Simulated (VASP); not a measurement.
# BaO (Fm-3m) in VASP: notebook

BaO is run at these levels: r2SCAN; tasks: single point.

All numbers are computed with VASP 6.6.1; they aren't measurements. Logs are shortened: lines on timing, memory, paths and dates and some standing lists are left out, and cuts for length are marked.

## (1) The cell of the first run

It takes space group Fm-3m (No. 225, cubic). Conventional cell: a = 5.488 Å, b = 5.488 Å, c = 5.488 Å, α = 90.00°, β = 90.00°, γ = 90.00°. Ba (site symmetry m-3m) has 6 O at 2.74 Å within 3.6 Å. Within 3.6 Å of O (site symmetry m-3m) lie 6 Ba at 2.74 Å.

## (2) Single point, r2SCAN, non-collinear spin, zero start, spin-orbit coupling (strain -1.0%)

The input, POSCAR:

```
BaO
1.0
    0.0000000000      2.7442232547      2.7442232547
    2.7442232547      0.0000000000      2.7442232547
    2.7442232547      2.7442232547      0.0000000000
Ba O
1 1
Direct
    0.0000000000      0.0000000000      0.0000000000
    0.5000000000      0.5000000000      0.5000000000
```

The input, INCAR.step1:

```
SYSTEM = BaO
PREC = Accurate ; ENCUT = 660
ISMEAR = 0 ; SIGMA = 0.01
LREAL = .FALSE. ; LASPH = .TRUE.
NELM = 200 ; LNONCOLLINEAR = .TRUE.
MAGMOM = 0 0 0 0 0 0 ; LSORBIT = .TRUE.
GGA_COMPAT = .FALSE. ; NBANDS = 28
GGA = PE ; ALGO = Normal
EDIFF = 1E-5 ; LWAVE = .TRUE.
LCHARG = .FALSE.
```

The input, INCAR.step2:

```
SYSTEM = BaO
PREC = Accurate ; ENCUT = 660
EDIFF = 1E-6 ; ISMEAR = 0
SIGMA = 0.01 ; LREAL = .FALSE.
LASPH = .TRUE. ; NELM = 200
ALGO = Normal ; ISIF = 2
LWAVE = .FALSE. ; LCHARG = .FALSE.
LNONCOLLINEAR = .TRUE. ; MAGMOM = 0 0 0 0 0 0
LORBIT = 11 ; LSORBIT = .TRUE.
GGA_COMPAT = .FALSE. ; LORBMOM = .TRUE.
METAGGA = R2SCAN ; LMIXTAU = .TRUE.
NBANDS = 28 ; ISTART = 1
```

The input, KPOINTS:

```
Automatic mesh
0
G
  8 8 8
  0 0 0
```

Potentials or basis: VASP PAW PBE potentials, release 64 (Ba_sv, O).

The run is started by

```
$ cat potpaw_PBE.64/Ba_sv/POTCAR potpaw_PBE.64/O/POTCAR > POTCAR
$ cp INCAR.step1 INCAR
$ mpirun -np 1 vasp_ncl > vasp.out
$ cp INCAR.step2 INCAR
$ mpirun -np 1 vasp_ncl > vasp.out
```

OUTCAR:

```text
SYSTEM = BaO
   PREC = Accurate
   ENCUT = 660
   EDIFF = 1E-6
   ISMEAR = 0
   LREAL = .FALSE.
   LASPH = .TRUE.
   NELM = 200
   ISIF = 2
   LNONCOLLINEAR = .TRUE.
   LORBIT = 11
   LSORBIT = .TRUE.
   METAGGA = R2SCAN
   ISTART = 1

 ion  position               nearest neighbor table
   1  0.000  0.000  0.000-   2 2.74   2 2.74   2 2.74   2 2.74   2 2.74   2 2.74
   2  0.500  0.500  0.500-   1 2.74   1 2.74   1 2.74   1 2.74   1 2.74   1 2.74

  LATTYP: Found a face centered cubic cell.
 ALAT       =     5.4884465094

  Lattice vectors:

 A1 = (   0.0000000000,   2.7442232547,   2.7442232547)
 A2 = (   2.7442232547,   0.0000000000,   2.7442232547)
 A3 = (   2.7442232547,   2.7442232547,   0.0000000000)

Analysis of symmetry for initial positions (statically):
=====================================================================
 Subroutine PRICEL returns:
 Original cell was already a primitive cell.

 Routine SETGRP: Setting up the symmetry group for a
 face centered cubic supercell.

 Subroutine GETGRP returns: Found 48 space group operations
 (whereof 48 operations were pure point group operations)
 out of a pool of 48 trial point group operations.

The static configuration has the point symmetry O_h .

Analysis of symmetry for dynamics (positions and initial velocities):
=====================================================================
 Subroutine PRICEL returns:
 Original cell was already a primitive cell.

 Routine SETGRP: Setting up the symmetry group for a
 face centered cubic supercell.

 Subroutine GETGRP returns: Found 48 space group operations
 (whereof 48 operations were pure point group operations)
 out of a pool of 48 trial point group operations.

The dynamic configuration has the point symmetry O_h .

Analysis of structural, dynamic, and magnetic symmetry:
=====================================================================
 Subroutine PRICEL returns:
 Original cell was already a primitive cell.

 Routine SETGRP: Setting up the symmetry group for a
 face centered cubic supercell.

 Subroutine GETGRP returns: Found 48 space group operations
 (whereof 48 operations were pure point group operations)
 out of a pool of 48 trial point group operations.

The overall configuration has the point symmetry O_h .

 Subroutine INISYM returns: Found 48 space group operations
 (whereof 48 operations are pure point group operations),
 and found     1 'primitive' translations

----------------------------------------------------------------------------------------

                                     Primitive cell

  volume of cell :      41.3322

  direct lattice vectors                    reciprocal lattice vectors
     0.000000000  2.744223255  2.744223255    -0.182200919  0.182200919  0.182200919
     2.744223255  0.000000000  2.744223255     0.182200919 -0.182200919  0.182200919
     2.744223255  2.744223255  0.000000000     0.182200919  0.182200919 -0.182200919

  length of vectors
     3.880917745  3.880917745  3.880917745     0.315581250  0.315581250  0.315581250

  position of ions in fractional coordinates (direct lattice)
     0.000000000  0.000000000  0.000000000
     0.500000000  0.500000000  0.500000000

  ion indices of the primitive-cell ions
   primitive index   ion index
                 1           1
                 2           2

----------------------------------------------------------------------------------------

 KPOINTS: Automatic mesh

Automatic generation of k-mesh.
 Grid dimensions read from file:
 generate k-points for:    8    8    8

 Generating k-lattice:

  Cartesian coordinates                     Fractional coordinates (reciprocal lattice)
    -0.022775115  0.022775115  0.022775115     0.125000000  0.000000000  0.000000000
     0.022775115 -0.022775115  0.022775115     0.000000000  0.125000000  0.000000000
     0.022775115  0.022775115 -0.022775115     0.000000000  0.000000000  0.125000000

  Length of vectors
[... 90 lines left out ...]
 NGX is ok and might be reduce to    36
   NGX = 17   NGY = 17   NGZ = 17

[... 39 lines left out ...]
      2.74422      2.74422      2.74422        -0.000000      0.000000     -0.000000
 -----------------------------------------------------------------------------------
    total drift:                                0.000000      0.000000      0.000000

  FREE ENERGIE OF THE ION-ELECTRON SYSTEM (eV)
  ---------------------------------------------------
  free  energy   TOTEN  =       -37.9865216228 eV

  energy  without entropy=      -37.9865216228  energy(sigma->0) =      -37.98652162

 orbital moment (x)

 # of ion     p       d       tot
 ----------------------------------------
  1         0.000   0.000   0.000
  2         0.000   0.000   0.000
 ----------------------------------------
            0.000   0.000   0.000

 orbital moment (y)

 # of ion     p       d       tot
 ----------------------------------------
  1         0.000  -0.000  -0.000
  2         0.000   0.000   0.000
 ----------------------------------------
            0.000  -0.000  -0.000

 orbital moment (z)

 # of ion     p       d       tot
 ----------------------------------------
  1         0.000   0.000   0.000
  2        -0.000   0.000  -0.000
 ----------------------------------------
           -0.000   0.000  -0.000

 Spin-Orbit-Coupling matrix elements

 Ion:    1  E_soc:     -0.3687634
 l=   1
     0.0000000    -0.0612851    -0.0612851
    -0.0612851     0.0000000    -0.0612851
    -0.0612851    -0.0612851     0.0000000
 l=   2
     0.0000000    -0.0000118     0.0000000    -0.0000118    -0.0001637
    -0.0000118     0.0000000    -0.0001227    -0.0000118    -0.0000409
     0.0000000    -0.0001227     0.0000000    -0.0001227     0.0000000
    -0.0000118    -0.0000118    -0.0001227     0.0000000    -0.0000409
    -0.0001637    -0.0000409     0.0000000    -0.0000409     0.0000000
 l=   3
     0.0000000     0.0000000     0.0000000     0.0000000     0.0000000     0.0000000     0.0000000
     0.0000000     0.0000000     0.0000000     0.0000000     0.0000000     0.0000000     0.0000000
     0.0000000     0.0000000     0.0000000     0.0000000     0.0000000     0.0000000     0.0000000
     0.0000000     0.0000000     0.0000000     0.0000000     0.0000000     0.0000000     0.0000000
     0.0000000     0.0000000     0.0000000     0.0000000     0.0000000     0.0000000     0.0000000
     0.0000000     0.0000000     0.0000000     0.0000000     0.0000000     0.0000000     0.0000000
     0.0000000     0.0000000     0.0000000     0.0000000     0.0000000     0.0000000     0.0000000

 Ion:    2  E_soc:     -0.0004992
 l=   1
     0.0000000    -0.0000832    -0.0000832
    -0.0000832     0.0000000    -0.0000832
    -0.0000832    -0.0000832     0.0000000
 l=   2
     0.0000000     0.0000000     0.0000000     0.0000000     0.0000000
     0.0000000     0.0000000     0.0000000     0.0000000     0.0000000
     0.0000000     0.0000000     0.0000000     0.0000000     0.0000000
     0.0000000     0.0000000     0.0000000     0.0000000     0.0000000
     0.0000000     0.0000000     0.0000000     0.0000000     0.0000000
 l=   3
     0.0000000     0.0000000     0.0000000     0.0000000     0.0000000     0.0000000     0.0000000
     0.0000000     0.0000000     0.0000000     0.0000000     0.0000000     0.0000000     0.0000000
     0.0000000     0.0000000     0.0000000     0.0000000     0.0000000     0.0000000     0.0000000
     0.0000000     0.0000000     0.0000000     0.0000000     0.0000000     0.0000000     0.0000000
     0.0000000     0.0000000     0.0000000     0.0000000     0.0000000     0.0000000     0.0000000
     0.0000000     0.0000000     0.0000000     0.0000000     0.0000000     0.0000000     0.0000000
     0.0000000     0.0000000     0.0000000     0.0000000     0.0000000     0.0000000     0.0000000

 total charge

# of ion       s       p       d       tot
------------------------------------------
    1        2.028   5.642   0.330   8.001
    2        1.558   3.423   0.000   4.981
--------------------------------------------------
tot          3.586   9.065   0.330  12.981

 magnetization (x)

# of ion       s       p       d       tot
------------------------------------------
    1        0.000   0.000   0.000   0.000
    2        0.000  -0.000   0.000  -0.000
--------------------------------------------------
tot          0.000  -0.000   0.000  -0.000

 magnetization (y)

# of ion       s       p       d       tot
------------------------------------------
    1        0.000   0.000   0.000   0.000
    2        0.000  -0.000   0.000  -0.000
--------------------------------------------------
tot          0.000  -0.000   0.000  -0.000

 magnetization (z)

# of ion       s       p       d       tot
------------------------------------------
    1       -0.000   0.000   0.000  -0.000
    2        0.000   0.000   0.000   0.000
--------------------------------------------------
tot         -0.000   0.000   0.000  -0.000
```

Run time: 22 min. Hardware: 1 thread of Oxide Virtual Turin-like, shared host; peak memory 0.45 GiB.

What came out:

* Free energy: -37.9865 eV
* Pressure: 4.2 GPa
* Net moment: 0.00 μB per cell
* Valence electrons inside the program's atomic spheres: Ba 8.00; O 4.98

Moments on the atoms (μB; x, y, z):
```
Ba  0.00 0.00 0.00
O   0.00 0.00 0.00
```

Caveat: the cell differs from its parent crystal (strain -1.0%); the cell stands under pressure; the PAW data sets were made with another functional, which shifts forces and pressure a little.

## (3) Single point, r2SCAN, non-collinear spin, zero start, spin-orbit coupling

This run uses another cell than the first one, of 21.30 Å³/atom.

The input, POSCAR:

```
BaO
1.0
    0.0000000000      2.7719426816      2.7719426816
    2.7719426816      0.0000000000      2.7719426816
    2.7719426816      2.7719426816      0.0000000000
Ba O
1 1
Direct
    0.0000000000      0.0000000000      0.0000000000
    0.5000000000      0.5000000000      0.5000000000
```

The input, INCAR.step1:

```
SYSTEM = BaO
PREC = Accurate
ENCUT = 660
ISMEAR = 0
SIGMA = 0.01
LREAL = .FALSE.
LASPH = .TRUE.
NELM = 200
MAGMOM = 0 0 0 0 0 0
LSORBIT = .TRUE.
GGA_COMPAT = .FALSE.
NBANDS = 28
GGA = PE
ALGO = Normal
EDIFF = 1E-5
LWAVE = .TRUE.
LCHARG = .FALSE.
```

The input, INCAR.step2:

```
SYSTEM = BaO
PREC = Accurate
ENCUT = 660
EDIFF = 1E-6
ISMEAR = 0
SIGMA = 0.01
LREAL = .FALSE.
LASPH = .TRUE.
NELM = 200
ALGO = Normal
ISIF = 2
LWAVE = .FALSE.
LCHARG = .TRUE.
MAGMOM = 0 0 0 0 0 0
LORBIT = 11
LSORBIT = .TRUE.
GGA_COMPAT = .FALSE.
LORBMOM = .TRUE.
METAGGA = R2SCAN
LMIXTAU = .TRUE.
LVHAR = .TRUE.
NBANDS = 28
ISTART = 1
```

The input, KPOINTS:

```
regular mesh
0
G
  8 8 8
  0 0 0
```

Potentials or basis: VASP PAW PBE potentials, release 64 (Ba_sv, O).

The run is started by

```
$ cat potpaw_PBE.64/Ba_sv/POTCAR potpaw_PBE.64/O/POTCAR > POTCAR
$ cp INCAR.step1 INCAR
$ mpirun -np 1 vasp_ncl > vasp.out
$ cp INCAR.step2 INCAR
$ mpirun -np 1 vasp_ncl > vasp.out
```

Run time: 23 min. Hardware: 1 thread of Oxide Virtual Turin-like, shared host; peak memory 0.45 GiB.

It converged, with:

| Quantity | Value |
| --- | --- |
| Free energy | -38.0105 eV |
| Pressure | 1.6 GPa |
| Net moment | 0.00 μB per cell |
| Valence electrons inside the program's atomic spheres | Ba 7.98; O 4.97 |

Moments on the atoms (μB; x, y, z):
```
Ba  0.00 0.00 0.00
O   0.00 0.00 0.00
```

Caveat: the PAW data sets were made with another functional, which shifts forces and pressure a little.

## (4) Single point, r2SCAN, non-collinear spin, zero start, spin-orbit coupling (strain +1.0%)

The input, POSCAR:

```
BaO
1.0
    0.0000000000      2.7996621084      2.7996621084
    2.7996621084      0.0000000000      2.7996621084
    2.7996621084      2.7996621084      0.0000000000
Ba O
1 1
Direct
    0.0000000000      0.0000000000      0.0000000000
    0.5000000000      0.5000000000      0.5000000000
```

The input, INCAR.step1:

```
SYSTEM = BaO
PREC = Accurate ; ENCUT = 660
ISMEAR = 0 ; SIGMA = 0.01
LREAL = .FALSE. ; LASPH = .TRUE.
NELM = 200 ; MAGMOM = 0 0 0 0 0 0
LSORBIT = .TRUE. ; GGA_COMPAT = .FALSE.
NBANDS = 28 ; GGA = PE
ALGO = Normal ; EDIFF = 1E-5
LWAVE = .TRUE. ; LCHARG = .FALSE.
```

The input, INCAR.step2:

```
SYSTEM = BaO
PREC = Accurate ; ENCUT = 660
EDIFF = 1E-6 ; ISMEAR = 0
SIGMA = 0.01 ; LREAL = .FALSE.
LASPH = .TRUE. ; NELM = 200
ALGO = Normal ; ISIF = 2
LWAVE = .FALSE. ; LCHARG = .FALSE.
MAGMOM = 0 0 0 0 0 0 ; LORBIT = 11
LSORBIT = .TRUE. ; GGA_COMPAT = .FALSE.
LORBMOM = .TRUE. ; METAGGA = R2SCAN
LMIXTAU = .TRUE. ; NBANDS = 28
ISTART = 1
```

KPOINTS is that of step 3.

The run is started by

```
$ cat potpaw_PBE.64/Ba_sv/POTCAR potpaw_PBE.64/O/POTCAR > POTCAR
$ cp INCAR.step1 INCAR
$ mpirun -np 1 vasp_ncl > vasp.out
$ cp INCAR.step2 INCAR
$ mpirun -np 1 vasp_ncl > vasp.out
```

Run time: 16 min. Hardware: 1 thread of Oxide Virtual Turin-like, shared host; peak memory 0.45 GiB.

The run converged. Its results:

```
Free energy                                           : -38.0150 eV
Pressure                                              : -0.7 GPa
Net moment                                            : 0.00 μB per cell
Valence electrons inside the program's atomic spheres : Ba 7.96; O 4.96
```

Moments on the atoms (μB; x, y, z):
```
Ba  0.00 0.00 0.00
O   0.00 0.00 0.00
```

Caveat: the cell differs from its parent crystal (strain +1.0%); the PAW data sets were made with another functional, which shifts forces and pressure a little.

## (5) Single point, r2SCAN, non-collinear spin, zero start, spin-orbit coupling (strain +2.0%)

The input, POSCAR:

```
BaO
1.0
    0.0000000000      2.8273815352      2.8273815352
    2.8273815352      0.0000000000      2.8273815352
    2.8273815352      2.8273815352      0.0000000000
Ba O
1 1
Direct
    0.0000000000      0.0000000000      0.0000000000
    0.5000000000      0.5000000000      0.5000000000
```

The input, INCAR.step1:

```
PREC     = Accurate       # precision mode
ENCUT    = 660            # plane-wave cutoff, eV
ISMEAR   = 0              # smearing method
SIGMA    = 0.01           # smearing width, eV
LREAL    = False          # projectors in reciprocal space
LASPH    = True           # aspherical terms in the spheres
NELM     = 200            # most SCF steps
MAGMOM   = 0 0 0 0 0 0    # initial moments
LSORBIT  = True           # spin-orbit coupling
GGA_COMPAT= False        
NBANDS   = 28             # bands
GGA      = PE             # functional
ALGO     = Normal         # electronic algorithm
EDIFF    = 1E-5           # SCF threshold, eV
LWAVE    = True           # write WAVECAR
LCHARG   = False          # write CHGCAR
```

The input, INCAR.step2:

```
PREC     = Accurate       # precision mode
ENCUT    = 660            # plane-wave cutoff, eV
EDIFF    = 1E-6           # SCF threshold, eV
ISMEAR   = 0              # smearing method
SIGMA    = 0.01           # smearing width, eV
LREAL    = False          # projectors in reciprocal space
LASPH    = True           # aspherical terms in the spheres
NELM     = 200            # most SCF steps
ALGO     = Normal         # electronic algorithm
ISIF     = 2              # what is computed and relaxed
LWAVE    = False          # write WAVECAR
LCHARG   = False          # write CHGCAR
MAGMOM   = 0 0 0 0 0 0    # initial moments
LORBIT   = 11             # projections on sites
LSORBIT  = True           # spin-orbit coupling
GGA_COMPAT= False        
LORBMOM  = True         
METAGGA  = R2SCAN         # meta-GGA
LMIXTAU  = True         
NBANDS   = 28             # bands
ISTART   = 1
```

The input, KPOINTS:

```
Automatic mesh
0
Gamma
  8 8 8
```

The run is started by

```
$ cat potpaw_PBE.64/Ba_sv/POTCAR potpaw_PBE.64/O/POTCAR > POTCAR
$ cp INCAR.step1 INCAR
$ mpirun -np 1 vasp_ncl > vasp.out
$ cp INCAR.step2 INCAR
$ mpirun -np 1 vasp_ncl > vasp.out
```

It took 9.1 min on 1 thread of Oxide Virtual Turin-like, shared host; peak memory 0.46 GiB.

It converged, with:

* Free energy: -38.0019 eV
* Pressure: -2.7 GPa
* Net moment: 0.00 μB per cell
* Valence electrons inside the program's atomic spheres: Ba 7.94; O 4.94

Moments on the atoms (μB; x, y, z):
```
Ba  0.00 0.00 0.00
O   0.00 0.00 0.00
```

Caveat: the cell differs from its parent crystal (strain +2.0%); the PAW data sets were made with another functional, which shifts forces and pressure a little.

## (6) Single point, r2SCAN, non-collinear spin, zero start, spin-orbit coupling (strain +3.0%)

The input, POSCAR:

```
BaO
1.0
    0.0000000000      2.8551009620      2.8551009620
    2.8551009620      0.0000000000      2.8551009620
    2.8551009620      2.8551009620      0.0000000000
Ba O
1 1
Direct
    0.0000000000      0.0000000000      0.0000000000
    0.5000000000      0.5000000000      0.5000000000
```

The input, INCAR.step1:

```
SYSTEM = BaO
PREC = Accurate
ENCUT = 660
ISMEAR = 0
SIGMA = 0.01
LREAL = .False.
LASPH = .True.
NELM = 200
MAGMOM = 0 0 0 0 0 0
LSORBIT = .True.
GGA_COMPAT = .False.
NBANDS = 28
GGA = PE
ALGO = Normal
EDIFF = 1E-5
LWAVE = .True.
LCHARG = .False.
```

The input, INCAR.step2:

```
SYSTEM = BaO
PREC = Accurate
ENCUT = 660
EDIFF = 1E-6
ISMEAR = 0
SIGMA = 0.01
LREAL = .False.
LASPH = .True.
NELM = 200
ALGO = Normal
ISIF = 2
LWAVE = .False.
LCHARG = .False.
MAGMOM = 0 0 0 0 0 0
LORBIT = 11
LSORBIT = .True.
GGA_COMPAT = .False.
LORBMOM = .True.
METAGGA = R2SCAN
LMIXTAU = .True.
NBANDS = 28
ISTART = 1
```

The input, KPOINTS:

```
Automatic mesh
0
Gamma
  8 8 8
  0 0 0
```

Potentials or basis: VASP PAW PBE potentials, release 64 (Ba_sv, O).

The run is started by

```
$ cat potpaw_PBE.64/Ba_sv/POTCAR potpaw_PBE.64/O/POTCAR > POTCAR
$ cp INCAR.step1 INCAR
$ mpirun -np 1 vasp_ncl > vasp.out
$ cp INCAR.step2 INCAR
$ mpirun -np 1 vasp_ncl > vasp.out
```

Run time: 12 min. Hardware: 1 thread of Oxide Virtual Turin-like, shared host; peak memory 0.45 GiB.

Results (log left out):

```
Free energy                                           : -37.9733 eV
Pressure                                              : -4.4 GPa
Net moment                                            : 0.00 μB per cell
Valence electrons inside the program's atomic spheres : Ba 7.92; O 4.93
```

Moments on the atoms (μB; x, y, z):
```
Ba  0.00 0.00 0.00
O   0.00 0.00 0.00
```

Caveat: the cell differs from its parent crystal (strain +3.0%); the cell stands under tension; the PAW data sets were made with another functional, which shifts forces and pressure a little.

## (7) Summary

| cell | pressure (GPa) | moment (μB) |
| --- | --- | --- |
| a = 3.881 Å, angles 60.0°, 2 atoms | 4.2 | 0.00 |
| a = 3.920 Å, angles 60.0°, 2 atoms | 1.6 | 0.00 |
| a = 3.959 Å, angles 60.0°, 2 atoms | -0.7 | 0.00 |
| a = 3.999 Å, angles 60.0°, 2 atoms | -2.7 | 0.00 |
| a = 4.038 Å, angles 60.0°, 2 atoms | -4.4 | 0.00 |

Alike in all rows: task single point; level r2SCAN; potentials or basis VASP PAW PBE potentials, release 64 (Ba_sv, O); spin non-collinear, zero start, SOC; k mesh 8 × 8 × 8; cutoff (eV) 660; smearing gaussian 0.01 eV.

Caveats: the PAW data sets were made with another functional, which shifts forces and pressure a little; the cell stands under pressure (at least some runs); the cell stands under tension (at least some runs).

Total energies depend on the potentials used, so only differences within one code and one set of settings carry meaning.
